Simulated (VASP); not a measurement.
# BaGeP4 (F-43m) in VASP: further runs

The runs below take BaGeP4 through single point, relaxation of cell and atoms, with PBE.

Everything below comes from runs of VASP 6.6.1. Logs are shortened: lines on timing, memory, paths and dates and some standing lists are left out, and cuts for length are marked.

## 1. The cell of the first run

It takes space group F-43m (No. 216, cubic). The conventional cell has a = 8.052 Å, b = 8.052 Å, c = 8.052 Å, α = 90.00°, β = 90.00°, γ = 90.00°. Ba (site symmetry -43m) has 12 P at 3.41 Å and 4 Ge at 3.49 Å within 4.5 Å. Ge (site symmetry -43m) has 12 P at 3.30 Å and 4 Ba at 3.49 Å within 4.3 Å. P (site symmetry 3m) has 3 P at 2.31 Å within 3.1 Å.

The cell was generated, and may not be a known phase.

## 2. Single point, PBE

Input file INCAR:

```
PREC = Accurate
ENCUT = 520
EDIFF = 1E-6
ISMEAR = 0
SIGMA = 0.1
LREAL = False
LASPH = True
NELM = 100
ALGO = Normal
ISIF = 2
LWAVE = False
LCHARG = False
GGA = PE
NBANDS = 31
```

Input file KPOINTS:

```
regular mesh
0
Gamma
  8 8 8
```

Input file POSCAR:

```
BaGeP4
1.0
    0.0000000000      4.0258073768      4.0258073768
    4.0258073768      0.0000000000      4.0258073768
    4.0258073768      4.0258073768      0.0000000000
Ba Ge P
1 1 4
Direct
    0.0000000000      0.0000000000      0.0000000000
    0.7500000000      0.7500000000      0.7500000000
    0.8046115595      0.3984628135      0.3984628135
    0.3984628135      0.3984628135      0.3984628135
    0.3984628135      0.8046115595      0.3984628135
    0.3984628135      0.3984628135      0.8046115595
```

Potentials or basis: VASP PAW PBE potentials, release 64 (Ba_sv, Ge_d, P).

Started as:

```bash
$ cat potpaw_PBE.64/Ba_sv/POTCAR potpaw_PBE.64/Ge_d/POTCAR potpaw_PBE.64/P/POTCAR > POTCAR
$ mpirun -np 1 vasp_std > vasp.out
```

OUTCAR:

```text
PREC = Accurate
   ENCUT = 520
   EDIFF = 1E-6
   ISMEAR = 0
   LREAL = False
   LASPH = True
   NELM = 100
   ISIF = 2
   GGA = PE

 ion  position               nearest neighbor table
   1  0.000  0.000  0.000-   3 3.41   5 3.41   6 3.41   4 3.41   4 3.41   4 3.41   3 3.41   5 3.41
                             6 3.41   3 3.41   5 3.41   6 3.41   2 3.49   2 3.49   2 3.49   2 3.49
   2  0.750  0.750  0.750-   1 3.49   1 3.49   1 3.49   1 3.49
   3  0.805  0.398  0.398-   4 2.31   5 2.31   6 2.31   1 3.41   1 3.41   1 3.41
   4  0.398  0.398  0.398-   3 2.31   5 2.31   6 2.31   1 3.41   1 3.41   1 3.41
   5  0.398  0.805  0.398-   3 2.31   4 2.31   6 2.31   1 3.41   1 3.41   1 3.41
   6  0.398  0.398  0.805-   3 2.31   4 2.31   5 2.31   1 3.41   1 3.41   1 3.41

  LATTYP: Found a face centered cubic cell.
 ALAT       =     8.0516147536

  Lattice vectors:

 A1 = (   0.0000000000,   4.0258073768,   4.0258073768)
 A2 = (   4.0258073768,   0.0000000000,   4.0258073768)
 A3 = (   4.0258073768,   4.0258073768,   0.0000000000)

Analysis of symmetry for initial positions (statically):
=====================================================================
 Subroutine PRICEL returns:
 Original cell was already a primitive cell.

 Routine SETGRP: Setting up the symmetry group for a
 face centered cubic supercell.

 Subroutine GETGRP returns: Found 24 space group operations
 (whereof 24 operations were pure point group operations)
 out of a pool of 48 trial point group operations.

The static configuration has the point symmetry T_d .

Analysis of symmetry for dynamics (positions and initial velocities):
=====================================================================
 Subroutine PRICEL returns:
 Original cell was already a primitive cell.

 Routine SETGRP: Setting up the symmetry group for a
 face centered cubic supercell.

 Subroutine GETGRP returns: Found 24 space group operations
 (whereof 24 operations were pure point group operations)
 out of a pool of 48 trial point group operations.

The dynamic configuration has the point symmetry T_d .

 Subroutine INISYM returns: Found 24 space group operations
 (whereof 24 operations are pure point group operations),
 and found     1 'primitive' translations

----------------------------------------------------------------------------------------

                                     Primitive cell

  volume of cell :     130.4935

  direct lattice vectors                    reciprocal lattice vectors
     0.000000000  4.025807377  4.025807377    -0.124198689  0.124198689  0.124198689
     4.025807377  0.000000000  4.025807377     0.124198689 -0.124198689  0.124198689
     4.025807377  4.025807377  0.000000000     0.124198689  0.124198689 -0.124198689

  length of vectors
     5.693351392  5.693351392  5.693351392     0.215118440  0.215118440  0.215118440

  position of ions in fractional coordinates (direct lattice)
     0.000000000  0.000000000  0.000000000
     0.750000000  0.750000000  0.750000000
     0.804611560  0.398462813  0.398462813
     0.398462813  0.398462813  0.398462813
     0.398462813  0.804611560  0.398462813
     0.398462813  0.398462813  0.804611560

  ion indices of the primitive-cell ions
   primitive index   ion index
                 1           1
                 2           2
                 3           3
                 4           4
                 5           5
                 6           6

----------------------------------------------------------------------------------------

 KPOINTS: regular mesh

Automatic generation of k-mesh.
 Grid dimensions read from file:
 generate k-points for:    8    8    8

 Generating k-lattice:

  Cartesian coordinates                     Fractional coordinates (reciprocal lattice)
    -0.015524836  0.015524836  0.015524836     0.125000000  0.000000000  0.000000000
     0.015524836 -0.015524836  0.015524836     0.000000000  0.125000000  0.000000000
     0.015524836  0.015524836 -0.015524836     0.000000000  0.000000000  0.125000000

  Length of vectors
     0.026889805  0.026889805  0.026889805

  Shift w.r.t. Gamma in fractional coordinates (k-lattice)
     0.000000000  0.000000000  0.000000000

 Subroutine IBZKPT returns following result:
 ===========================================

 Found     29 irreducible k-points:

 Following reciprocal coordinates:
            Coordinates               Weight
  0.000000  0.000000  0.000000      1.000000
  0.125000  0.000000  0.000000      8.000000
  0.250000  0.000000  0.000000      8.000000
  0.375000  0.000000  0.000000      8.000000
  0.500000  0.000000  0.000000      4.000000
  0.125000  0.125000  0.000000      6.000000
[... 16 lines left out ...]
  0.500000  0.250000  0.125000     48.000000
 -0.375000  0.250000  0.125000     24.000000
 [... further k-points ...]
   k-points           NKPTS =     29   k-points in BZ     NKDIM =     29   number of bands    NBANDS=     31
   number of dos      NEDOS =    301   number of ions     NIONS =      6
   total plane-waves  NPLWV =  74088
   dimension x,y,z NGX =    42 NGY =   42 NGZ =   42
   dimension x,y,z NGXF=    84 NGYF=   84 NGZF=   84
   ions per type =               1   1   4
   NGX,Y,Z   is equivalent  to a cutoff of  12.26, 12.26, 12.26 a.u.
   NGXF,Y,Z  is equivalent  to a cutoff of  24.53, 24.53, 24.53 a.u.
 SYSTEM =  unknown system
   PREC   = accura    normal or accurate (medium, high low for compatibility)
   ISTART =      0    job   : 0-new  1-cont  2-samecut
   ICHARG =      2    charge: 1-file 2-atom 10-const
   ISPIN  =      1    spin polarized calculation?
   LNONCOLLINEAR =      F non collinear calculations
   LSORBIT =      F    spin-orbit coupling
   LASPH  =      T    aspherical Exc in radial PAW
   ENCUT  =  520.0 eV  38.22 Ry    6.18 a.u.  10.59 10.59 10.59*2*pi/ulx,y,z
   NELM   =    100;   NELMIN=  2; NELMDL= -5     # of ELM steps
   EDIFF  = 0.1E-05   stopping-criterion for ELM
   LREAL  =      F    real-space projection
   EDIFFG = 0.1E-04   stopping-criterion for IOM
   NSW    =      0    number of steps for IOM
   IBRION =     -1    ionic relax: 0-MD 1-quasi-New 2-CG
   NFREE  =      0    steps in history (QN), initial steepest desc. (CG)
   ISIF   =      2    stress and relaxation
   ISYM   =      2    0-nonsym 1-usesym 2-fastsym
   POTIM  = 0.5000    time-step for ionic-motion
   TEBEG  =    0.0;   TEEND  =   0.0 temperature during run
   PSTRESS=    0.0 pullay stress
   NELECT =      44.0000    total number of electrons
   NUPDOWN=      -1.0000    fix difference up-down
   EMIN   =  10.00;   EMAX   =-10.00  energy-range for DOS
   EFERMI =   0.00;   METHOD = LEGACY
   ISMEAR =     0;   SIGMA  =   0.10  broadening in eV -4-tet -1-fermi 0-gaus
   EFERMI_NEDOS =   21; number of points for ismear=-14 and -15
   IALGO  =     38    algorithm
   IMIX   =      4    mixing-type and parameters
     AMIX     =   0.40;   BMIX     =  1.00
     AMIX_MAG =   1.60;   BMIX_MAG =  1.00
  volume/ion in A,a.u.               =      21.75       146.77
  Fermi-wavevector in a.u.,A,eV,Ry     =   1.139452  2.153252 17.665138  1.298351
  Thomas-Fermi vector in A             =   2.276155
   LORBIT       =      0    0 simple, 1 ext, 2 COOP (PROOUT), +10 PAW based schemes
   GGA     = PE    functional components
   LHFCALC =     F    Hartree Fock is set to
   AEXX    =    0.0000 exact exchange contribution
   IVDW    =     0    specifies the selected vdW correction
   LEPSILON=     F    determine dielectric tensor
   LRPA    =     F    only Hartree local field effects (RPA)
 non-spin polarized calculation
 Gauss-broadening in eV      SIGMA  =   0.10
  energy-cutoff  :      520.00
  volume of cell :      130.49
 maximum number of plane-waves:      3539
   NGX = 21   NGY = 21   NGZ = 21

 number of electron      43.9999994 magnetization

 Free energy of the ion-electron system (eV)
  ---------------------------------------------------
  ext. energy  EPLUGINS =         0.00000000
  ---------------------------------------------------
  free energy    TOTEN  =       -27.90133257 eV

  energy without entropy =      -27.88616111  energy(sigma->0) =      -27.89374684

 E-fermi :   5.9512     XC(G=0): -10.0480

 val. band max:        5.9463954869   @ k =  -0.3750   0.5000   0.1250
 cond. band min:       5.9591542909   @ k =  -0.2500   0.5000   0.2500
 fundamental gap:      0.0127588040
 Fermi energy:         5.9512335605

 k-point     1 :       0.0000    0.0000    0.0000
  band No.  band energies     occupation
      1     -21.8456      2.00000
      2     -18.8548      2.00000
      3     -18.8548      2.00000
      4     -18.8548      2.00000
      5     -18.8490      2.00000
      6     -18.8490      2.00000
[... 23 lines left out ...]
     30      10.1354      0.00000
     31      11.0395      0.00000

 k-point     2 :       0.1250    0.0000    0.0000
  band No.  band energies     occupation
      1     -21.8451      2.00000
      2     -18.8547      2.00000
      3     -18.8547      2.00000
      4     -18.8547      2.00000
      5     -18.8490      2.00000
      6     -18.8490      2.00000
[... 23 lines left out ...]
     30      10.2745      0.00000
     31      11.1113      0.00000

 k-point     3 :       0.2500    0.0000    0.0000
  band No.  band energies     occupation
      1     -21.8437      2.00000
      2     -18.8547      2.00000
      3     -18.8547      2.00000
      4     -18.8545      2.00000
      5     -18.8490      2.00000
      6     -18.8490      2.00000
[... 23 lines left out ...]
     30      10.4810      0.00000
     31      11.4249      0.00000

 k-point     4 :       0.3750    0.0000    0.0000
  band No.  band energies     occupation
      1     -21.8424      2.00000
      2     -18.8546      2.00000
      3     -18.8546      2.00000
      4     -18.8542      2.00000
      5     -18.8490      2.00000
      6     -18.8490      2.00000
[... 23 lines left out ...]
     30       9.9024      0.00000
     31      11.2123      0.00000

 k-point     5 :       0.5000    0.0000    0.0000
  band No.  band energies     occupation
      1     -21.8419      2.00000
      2     -18.8546      2.00000
      3     -18.8546      2.00000
      4     -18.8541      2.00000
      5     -18.8490      2.00000
      6     -18.8490      2.00000
[... 23 lines left out ...]
     30       9.0239      0.00000
     31      10.9747      0.00000
[... 542 lines left out ...]
     30      10.5829      0.00000
     31      10.7987      0.00000

 k-point    22 :       0.3750    0.2500    0.1250
  band No.  band energies     occupation
      1     -21.8428      2.00000
      2     -18.8547      2.00000
      3     -18.8546      2.00000
      4     -18.8543      2.00000
      5     -18.8490      2.00000
      6     -18.8489      2.00000
[... 23 lines left out ...]
     30      10.7358      0.00000
     31      10.9298      0.00000

 k-point    23 :       0.5000    0.2500    0.1250
  band No.  band energies     occupation
      1     -21.8417      2.00000
      2     -18.8547      2.00000
      3     -18.8546      2.00000
      4     -18.8541      2.00000
      5     -18.8490      2.00000
      6     -18.8489      2.00000
[... 23 lines left out ...]
     30      10.0048      0.00000
     31      10.5638      0.00000

 k-point    24 :      -0.3750    0.2500    0.1250
  band No.  band energies     occupation
      1     -21.8413      2.00000
      2     -18.8547      2.00000
      3     -18.8546      2.00000
      4     -18.8540      2.00000
      5     -18.8490      2.00000
      6     -18.8489      2.00000
[... 23 lines left out ...]
     30       9.5835      0.00000
     31      10.0768      0.00000

 [... further k-points ...]

------------------------ aborting loop because EDIFF is reached ----------------------------------------

  FORCE on cell =-STRESS in cart. coord.  units (eV):
  Direction    XX          YY          ZZ          XY          YZ          ZX
  --------------------------------------------------------------------------------------
  -------------------------------------------------------------------------------------
  Total        0.2410886      0.2410886      0.2410886      0.0000000      0.0000000      0.0000000
  in kB        2.9600451      2.9600451      2.9600451      0.0000000      0.0000000      0.0000000
  external PRESSURE =       2.9600451 kB  Pullay stress =       0.0000000 kB

 VOLUME and BASIS-vectors are now :
 -----------------------------------------------------------------------------
  energy-cutoff  :      520.00
  volume of cell :      130.49
      direct lattice vectors                 reciprocal lattice vectors
     0.000000000  4.025807377  4.025807377    -0.124198689  0.124198689  0.124198689
     4.025807377  0.000000000  4.025807377     0.124198689 -0.124198689  0.124198689
     4.025807377  4.025807377  0.000000000     0.124198689  0.124198689 -0.124198689

 POSITION                                       TOTAL-FORCE (eV/Angst)
 -----------------------------------------------------------------------------------
      0.00000      0.00000      0.00000        -0.000000     -0.000000     -0.000000
      6.03871      6.03871      6.03871        -0.000000     -0.000000     -0.000000
      3.20827      4.84335      4.84335         0.060191     -0.060191     -0.060191
      3.20827      3.20827      3.20827         0.060191      0.060191      0.060191
      4.84335      3.20827      4.84335        -0.060191      0.060191     -0.060191
      4.84335      4.84335      3.20827        -0.060191     -0.060191      0.060191
 -----------------------------------------------------------------------------------
    total drift:                                0.000000      0.000000      0.000000

  FREE ENERGIE OF THE ION-ELECTRON SYSTEM (eV)
  ---------------------------------------------------
  free  energy   TOTEN  =       -27.9013325685 eV

  energy  without entropy=      -27.8861611060  energy(sigma->0) =      -27.89374684
```

Wall time 70 s (1 thread of AMD EPYC 9R45 (Zen 5), shared host); peak memory 0.29 GiB.

Results:

| Property | Result |
| --- | --- |
| Free energy | -27.9013 eV |
| Pressure | 0.3 GPa |
| Largest force | 0.104 eV/Å |
| Band gap on the k mesh | zero (bands 22 and 23 overlap by 0.60 eV) |

Forces in eV/Å, atoms in the order of the input:
```
Ba   0.000  0.000  0.000
Ge   0.000  0.000  0.000
P    0.060 -0.060 -0.060
P    0.060  0.060  0.060
P   -0.060  0.060 -0.060
P   -0.060 -0.060  0.060
```

Levels at points of the mesh, in eV from the Fermi level:
```
           k point  band 18  band 19  band 20  band 21  band 22  band 23  band 24  band 25  band 26  band 27
(0.00, 0.00, 0.00)    -5.16    -3.92    -3.92     0.37     0.37     0.37     2.78     2.78     2.78     4.02
(0.50, 0.00, 0.00)    -3.41    -2.63    -2.63    -1.45    -1.45    -0.05     1.22     2.13     2.13     2.77
(0.50, 0.50, 0.00)    -3.19    -3.19    -3.11    -0.69    -0.69     0.06     0.78     1.05     1.05     1.36
```

Caveat: spin-orbit coupling is left out, which moves the levels of the heavy elements.

## 3. Relaxation of cell and atoms, PBE

This run uses another cell than the first one, of 21.34 Å³/atom.

Input file INCAR:

```
PREC = Accurate ; ENCUT = 600
EDIFF = 1E-6 ; ISMEAR = 0
SIGMA = 0.1 ; LREAL = F
LASPH = T ; NELM = 100
ALGO = Normal ; ISIF = 3
LWAVE = F ; LCHARG = F
GGA = PE ; IBRION = 2
NSW = 100 ; EDIFFG = -0.01
```

Input file KPOINTS:

```
Automatic mesh
0
Gamma
  8 8 8
```

Input file POSCAR:

```
BaGeP4
1.0
    0.0000000000      4.0005058466      4.0005058466
    4.0005058466      0.0000000000      4.0005058466
    4.0005058466      4.0005058466      0.0000000000
Ba Ge P
1 1 4
Direct
    0.0000000000      0.0000000000      0.0000000000
    0.7500000000      0.7500000000      0.7500000000
    0.8089828502      0.3970057166      0.3970057166
    0.3970057166      0.3970057166      0.3970057166
    0.3970057166      0.8089828502      0.3970057166
    0.3970057166      0.3970057166      0.8089828502
```

Potentials or basis: VASP PAW PBE potentials, release 64 (Ba_sv, Ge_d, P).

Started as:

```bash
$ cat potpaw_PBE.64/Ba_sv/POTCAR potpaw_PBE.64/Ge_d/POTCAR potpaw_PBE.64/P/POTCAR > POTCAR
$ mpirun -np 1 vasp_std > vasp.out
```

It took 5.5 min on 1 thread of AMD EPYC 9R45 (Zen 5), shared host; peak memory 0.38 GiB.

Results (log left out):

- Free energy: -27.9077 eV
- Relaxed volume: 22.17 Å³/atom
- Relaxed cell: a = 5.730 Å, b = 5.730 Å, c = 5.730 Å, α = 60.00°, β = 60.00°, γ = 60.00°
- Space group after relaxing (to 0.1 Å): F-43m (No. 216)
- Energy gained by relaxing: 4.5 meV/atom
- Ionic steps: 6
- Pressure after relaxing: 0.0 GPa
- Band gap on the k mesh: zero (bands 22 and 23 overlap by 0.57 eV)

Forces in eV/Å, atoms in the order of the input:
```
Ba   0.000  0.000  0.000
Ge   0.000  0.000  0.000
P    0.002 -0.002 -0.002
P    0.002  0.002  0.002
P   -0.002  0.002 -0.002
P   -0.002 -0.002  0.002
```

Step by step:
```
step  energy change (eV)  largest force (eV/Å)  pressure (GPa)  volume (Å³)
   1              0.0000                0.2592            0.51       128.05
   2             -0.0142                0.1470            0.49       129.31
   3             -0.0246                0.0555            0.56       131.32
   4             -0.0248                0.0961            0.57       131.68
   5             -0.0241                0.1135           -0.63       134.52
   6             -0.0270                0.0030           -0.01       133.00
```

Final structure:
```
Ba Ge P
1.0
     0.00000    4.05140    4.05140
     4.05140    0.00000    4.05140
     4.05140    4.05140    0.00000
Ba Ge P
1 1 4
Direct
  0.00000 0.00000 0.00000
  0.75000 0.75000 0.75000
  0.80114 0.39962 0.39962
  0.39962 0.39962 0.39962
  0.39962 0.80114 0.39962
  0.39962 0.39962 0.80114
```

Levels at points of the mesh, in eV from the Fermi level:
```
           k point  band 19  band 20  band 21  band 22  band 23  band 24  band 25  band 26
(0.00, 0.00, 0.00)    -3.90    -3.90     0.35     0.35     0.35     2.75     2.75     2.75
(0.50, 0.00, 0.00)    -2.69    -2.69    -1.39    -1.39    -0.07     1.27     2.12     2.12
(0.50, 0.50, 0.00)    -3.24    -3.14    -0.66    -0.66     0.14     0.77     1.09     1.09
```

Caveat: spin-orbit coupling is left out, which moves the levels of the heavy elements.

(Continued in part 2 of 2.)

The gap in the log of VASP goes by the Fermi energy; the results here count the filled bands.